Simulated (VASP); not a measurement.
The system is Y.

```
Y
1.0
     0.00000    2.55199    2.55199
     2.55199    0.00000    2.55199
     2.55199    2.55199    0.00000
Y
1
Direct
  0.00000 0.00000 0.00000
```

Base run:

* Program: VASP 6.6.1
* Functional: LDA
* Potentials or basis: VASP PAW LDA potentials, release 64 (Y_sv)
* Cutoff: 520 eV
* k mesh: 9 × 9 × 9
* Occupations: fermi-dirac, width 0.05 eV
* Spin: no spin polarisation
* Hubbard terms: Y d U = 3.0 eV

Its results: pressure 1.1 GPa.

Problem. The run is repeated on the same cell with these changes: hubbard terms from Y d U = 3.0 eV to Y d U = 6.0 eV; further incar settings from ALGO = Normal; EDIFF = 1e-06; NBANDS = 12 to ALGO = Fast; EDIFF = 1e-06; NBANDS = 12. What comes out?

Solution. Pressure 7.3 GPa.

Caveats: U without spin polarisation on a metal has little footing; the U is typed as a test and isn't derived for this compound.
